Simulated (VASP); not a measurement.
# Ba16HO16 (a cell with a defect) in VASP: single point with PBE

Aim: the single point of Ba16HO16 (a cell with a defect) with PBE.

Program: VASP 6.6.1. These are calculated values, not measurements. Logs are shortened: lines on timing, memory, paths and dates and some standing lists are left out, and cuts for length are marked.

### Step 1. The cell of the first run

The cell holds a defect, 33 atoms: a = 9.654 Å, b = 9.654 Å, c = 9.654 Å, α = 109.47°, β = 109.47°, γ = 109.47°.

### Step 2. Single point, PBE, collinear spin (with an interstitial atom, then relaxed in part)

File INCAR:

```
  PREC = Accurate
  ENCUT = 520
  EDIFF = 1E-6
  ISMEAR = 0
  SIGMA = 0.01
  LREAL = Auto
  LASPH = T
  NELM = 200
  ALGO = Normal
  ISIF = 2
  LWAVE = F
  LCHARG = F
  ISPIN = 2
  MAGMOM = 0 0 0.111 0 0.111 0.111 0 0 0 0 0 0.111 0 0 0 0 0 0 0.111 0 0 0.111 0 0 0.111 0 0 0 0 0 0.111 0 0.111
  LORBIT = 11
  GGA = PE
  NBANDS = 154
  GGA_COMPAT = F
  KPAR = 2
  NCORE = 2
```

File KPOINTS:

```
Automatic mesh
0
Gamma
  2 2 2
  0.5 0.5 0.5
```

File POSCAR:

```
Ba16HO16
1.0
    5.5739975471      5.5739975471     -5.5739975471
   -5.5739975471     -5.5739975471     -5.5739975471
   -5.5739975471      5.5739975471      5.5739975471
Ba O H
16 16 1
Direct
    0.2508711580      0.0008711580      0.7504855652
    0.4996144073      0.7500000000      0.7491288420
    0.7453782925      0.4953782925      0.7453782925
    0.7504855652      0.0008711580      0.2508711580
    0.0000000000      1.0046217075      0.0000000000
    0.2546217075      0.7500000000      0.0000000000
    0.4996144073      0.4991288420      0.0000000000
    0.7491288420      0.2496144073      0.0000000000
    0.0000000000      0.2496144073      0.7491288420
    0.5003855927     -0.0004855652      0.5003855927
    0.7491288420      0.7500000000      0.4996144073
    0.0000000000      0.7500000000      0.2546217075
    0.2508711580      0.5004855652      0.2508711580
    0.5003855927      0.2503855927      0.2495144348
    0.0000000000      0.4991288420      0.4996144073
    0.2495144348      0.2503855927      0.5003855927
    0.2508850046      0.2488076223      0.0000000000
    0.4988076223      0.0008850046      0.0000000000
    0.7412810833      0.7500000000      0.0000000000
    0.7520773822      0.2511923777      0.5011923777
    0.0000000000      0.2488076223      0.2508850046
    0.2587189167      0.0087189167      0.2587189167
    0.4988076223      0.7500000000      0.2508850046
    0.7491149954      0.4991149954      0.2479226178
    0.0000000000      0.4912810833      0.0000000000
    0.5011923777      0.2511923777      0.7520773822
    0.7491149954     -0.0020773822      0.7491149954
    0.0000000000      0.0008850046      0.4988076223
    0.2508850046      0.7500000000      0.4988076223
    0.5011923777      0.5020773822      0.5011923777
    0.0000000000      0.7500000000      0.7412810833
    0.2479226178      0.4991149954      0.7491149954
    0.0000000000      0.7500000000      0.0000000000
```

Potentials or basis: VASP PAW PBE potentials, release 64 (Ba_sv, O, H).

Launch:

```sh
cat potpaw_PBE.64/Ba_sv/POTCAR potpaw_PBE.64/O/POTCAR potpaw_PBE.64/H/POTCAR > POTCAR
mpirun -np 4 vasp_std > vasp.out
```

OUTCAR:

```text
PREC = Accurate
   ENCUT = 520
   EDIFF = 1E-6
   ISMEAR = 0
   LREAL = Auto
   LASPH = T
   NELM = 200
   ISIF = 2
   ISPIN = 2
   LORBIT = 11
   GGA = PE

 ion  position               nearest neighbor table
   1  0.251  0.001  0.750-  31 2.75  18 2.77  17 2.77  26 2.78  29 2.80  28 2.80  12 3.91   8 3.93
                             7 3.93  14 3.93  10 3.94  16 3.94   2 3.94   9 3.94   6 3.94   5 3.94
   2  0.500  0.750  0.749-  19 2.75  27 2.77  30 2.77  29 2.78  32 2.80  18 2.80   6 3.91  13 3.93
                            10 3.93  11 3.93   1 3.94  16 3.94  15 3.94   8 3.94   3 3.94   5 3.94
   3  0.745  0.495  0.745-  33 2.46  26 2.76  30 2.76  20 2.76  25 2.86  19 2.86  31 2.86  14 3.91
                            16 3.91  10 3.91   2 3.94  11 3.94   7 3.94  15 3.94   8 3.94   9 3.94
   4  0.750  0.001  0.251-  19 2.75  21 2.77  28 2.77  20 2.78  18 2.80  23 2.80   6 3.91  15 3.93
                             9 3.93  16 3.93  10 3.94  14 3.94  11 3.94   8 3.94   5 3.94  12 3.94
   5  0.000  0.005  0.000-  33 2.46  21 2.76  17 2.76  27 2.76  31 2.86  22 2.86  19 2.86  13 3.91
                             8 3.91   9 3.91  11 3.94   2 3.94  14 3.94  16 3.94   1 3.94   4 3.94
   6  0.255  0.750  0.000-  33 2.46  23 2.76  18 2.76  32 2.76  22 2.86  31 2.86  25 2.86   4 3.91
                             7 3.91   2 3.91  15 3.94   9 3.94  14 3.94  10 3.94  13 3.94   1 3.94
   7  0.500  0.499  0.000-  19 2.75  24 2.77  26 2.77  17 2.78  32 2.80  23 2.80   6 3.91   1 3.93
                            14 3.93   8 3.93  13 3.94  16 3.94  11 3.94   9 3.94   3 3.94  12 3.94
   8  0.749  0.250  0.000-  25 2.75  24 2.77  26 2.77  18 2.78  27 2.80  21 2.80   5 3.91   1 3.93
                            14 3.93   7 3.93  10 3.94   4 3.94   2 3.94  15 3.94  12 3.94   3 3.94
   9  0.000  0.250  0.749-  25 2.75  32 2.77  20 2.77  28 2.78  27 2.80  17 2.80   5 3.91   4 3.93
[... 16 lines left out ...]
  18  0.499  0.001  0.000-   6 2.76  14 2.77   1 2.77   8 2.78   4 2.80   2 2.80
  19  0.741  0.750  0.000-   2 2.75   7 2.75   4 2.75   3 2.86  12 2.86   5 2.86
  20  0.752  0.251  0.501-   3 2.76   9 2.77  15 2.77   4 2.78  10 2.80  14 2.80
  21  0.000  0.249  0.251-   5 2.76  16 2.77   4 2.77  15 2.78  13 2.80   8 2.80
  22  0.259  0.009  0.259-  10 2.75  14 2.75  16 2.75   6 2.86   5 2.86  12 2.86
[... 8 lines left out ...]
  31  0.000  0.750  0.741-  11 2.75  15 2.75   1 2.75   5 2.86   6 2.86   3 2.86
  32  0.248  0.499  0.749-   6 2.76   9 2.77  15 2.77  16 2.78   7 2.80   2 2.80
  33  0.000  0.750  0.000-   3 2.46   5 2.46   6 2.46  12 2.46

  LATTYP: Found a body centered cubic cell.
 ALAT       =    11.1479950942

  Lattice vectors:

 A1 = (   5.5739975471,   5.5739975471,  -5.5739975471)
 A2 = (  -5.5739975471,  -5.5739975471,  -5.5739975471)
 A3 = (  -5.5739975471,   5.5739975471,   5.5739975471)

Analysis of symmetry for initial positions (statically):
=====================================================================
 Subroutine PRICEL returns:
 Original cell was already a primitive cell.

 Routine SETGRP: Setting up the symmetry group for a
 body centered cubic supercell.

 Subroutine GETGRP returns: Found 24 space group operations
[... 226 lines left out ...]
 Fermi energy:         1.8241874885

 spin component 1

 k-point     1 :       0.2500    0.2500    0.2500
  band No.  band energies     occupation
      1     -24.0345      1.00000
      2     -24.0345      1.00000
      3     -24.0345      1.00000
      4     -24.0002      1.00000
      5     -23.8852      1.00000
      6     -23.8852      1.00000
[... 275 lines left out ...]
    139       6.4709      0.00000
    140       6.4890      0.00000
 Fermi energy:         1.8241874885

 spin component 2

 k-point     1 :       0.2500    0.2500    0.2500
  band No.  band energies     occupation
      1     -24.0336      1.00000
      2     -24.0336      1.00000
      3     -24.0336      1.00000
      4     -23.9984      1.00000
      5     -23.8845      1.00000
      6     -23.8845      1.00000
[... 275 lines left out ...]
    139       6.4754      0.00000
    140       6.4986      0.00000
 [bands above 140 left out]

------------------------ aborting loop because EDIFF is reached ----------------------------------------

  FORCE on cell =-STRESS in cart. coord.  units (eV):
  Direction    XX          YY          ZZ          XY          YZ          ZX
  --------------------------------------------------------------------------------------
  -------------------------------------------------------------------------------------
  Total        8.9770079      8.9770079      8.9770079      0.0000000     -0.0000000     -0.0000000
  in kB       20.7626068     20.7626068     20.7626068      0.0000000     -0.0000000     -0.0000000
  external PRESSURE =      20.7626068 kB  Pullay stress =       0.0000000 kB

 VOLUME and BASIS-vectors are now :
 -----------------------------------------------------------------------------
  energy-cutoff  :      520.00
  volume of cell :      692.72
      direct lattice vectors                 reciprocal lattice vectors
     5.573997547  5.573997547 -5.573997547     0.000000000  0.089702228 -0.089702228
    -5.573997547 -5.573997547 -5.573997547    -0.089702228  0.000000000 -0.089702228
    -5.573997547  5.573997547  5.573997547    -0.089702228  0.089702228  0.000000000

 POSITION                                       TOTAL-FORCE (eV/Angst)
 -----------------------------------------------------------------------------------
     -2.78971      5.57670      2.77999         0.003954     -0.003954      0.014016
     -5.57129      2.77999     -2.78971        -0.003954      0.014016      0.003954
     -2.76124      5.54824     -2.76124        -0.034500      0.034500     -0.034500
      2.77999      5.57670     -2.78971         0.014016     -0.003954      0.003954
     -0.02576     -0.02576     -0.02576         0.034500      0.034500      0.034500
     -2.76124     -2.76124     -5.59976        -0.034500     -0.034500      0.034500
[... 25 lines left out ...]
     -5.57571      2.77542      0.01158         0.019539      0.004209     -0.004209
     -4.18050     -4.18050     -4.18050         0.000000      0.000000      0.000000
 -----------------------------------------------------------------------------------
    total drift:                                0.000001     -0.000001      0.000001

  FREE ENERGIE OF THE ION-ELECTRON SYSTEM (eV)
  ---------------------------------------------------
  free  energy   TOTEN  =      -190.0562031152 eV

  energy  without entropy=     -190.0562031152  energy(sigma->0) =     -190.05620312

 total charge

# of ion       s       p       d       tot
------------------------------------------
    1        2.016   5.625   0.333   7.974
    2        2.016   5.625   0.333   7.974
    3        2.015   5.623   0.340   7.978
    4        2.016   5.625   0.333   7.974
    5        2.015   5.623   0.340   7.978
    6        2.015   5.623   0.340   7.978
[... 25 lines left out ...]
   32        1.558   3.375   0.000   4.933
   33        0.491   0.005   0.000   0.495
--------------------------------------------------
tot         57.694 143.905   5.355 206.955

 magnetization (x)

# of ion       s       p       d       tot
------------------------------------------
    1        0.000   0.000   0.001   0.001
    2        0.000   0.000   0.001   0.001
    3       -0.001   0.001   0.005   0.005
    4        0.000   0.000   0.001   0.001
    5       -0.001   0.001   0.005   0.005
    6       -0.001   0.001   0.005   0.005
[... 25 lines left out ...]
   32        0.000   0.004   0.000   0.004
   33        0.188   0.000   0.000   0.188
--------------------------------------------------
tot          0.196   0.468   0.026   0.690
```

Run time: 6.4 min. Hardware: 4 MPI ranks of Intel Xeon Platinum 8375C at 2.90GHz (Ice Lake), shared host; peak memory 0.71 GiB.

Results:

* Free energy: -190.0562 eV
* Pressure: 2.1 GPa
* Largest force: 0.060 eV/Å
* Band gap on the k mesh: 0.63 eV
* Net moment: 1.00 μB per cell
* Site moments: Ba +0.00, +0.01 (each value once); O +0.00, +0.10 (each value once); H +0.19 μB
* Valence electrons inside the program's atomic spheres: Ba 7.97, 7.98 (each value once); O 4.93, 4.91 (each value once); H 0.49

Forces on the atoms (eV/Å):
```
Ba   0.004 -0.004  0.014
Ba  -0.004  0.014  0.004
Ba  -0.035  0.035 -0.035
Ba   0.014 -0.004  0.004
Ba   0.035  0.035  0.035
Ba  -0.035 -0.035  0.035
Ba  -0.004 -0.004 -0.014
Ba   0.004  0.004 -0.014
Ba  -0.014  0.004  0.004
Ba  -0.004 -0.014 -0.004
Ba   0.004  0.014 -0.004
Ba   0.035 -0.035 -0.035
Ba   0.004 -0.014  0.004
Ba  -0.004  0.004  0.014
Ba  -0.014 -0.004 -0.004
Ba   0.014  0.004 -0.004
O   -0.004 -0.004 -0.020
O    0.004  0.004 -0.020
O   -0.002 -0.002  0.002
O    0.020 -0.004  0.004
O   -0.020 -0.004 -0.004
O   -0.002  0.002 -0.002
O    0.004  0.020 -0.004
O   -0.004  0.004  0.020
O    0.002  0.002  0.002
O    0.004 -0.004  0.020
O   -0.004 -0.020 -0.004
O   -0.020  0.004  0.004
O   -0.004  0.020  0.004
O    0.004 -0.020  0.004
O    0.002 -0.002 -0.002
O    0.020  0.004 -0.004
H    0.000  0.000  0.000
```

Levels at points of the mesh, in eV from the valence-band top:
Spin up:
```tsv
k point	band 125	band 126	band 127	band 128	band 129	band 130	band 131	band 132	band 133	band 134
(0.25, 0.25, 0.25)	-0.76	-0.75	-0.75	-0.75	-0.05	3.60	3.60	3.60	3.62	3.62
```
Spin down:
```tsv
k point	band 126	band 127	band 128	band 129	band 130	band 131
(0.25, 0.25, 0.25)	-0.73	-0.73	-0.73	0.71	3.61	3.61
```

Caveat: the cell differs from its parent crystal (with an interstitial atom, then relaxed in part); spin-orbit coupling is left out, which moves the levels of the heavy elements.
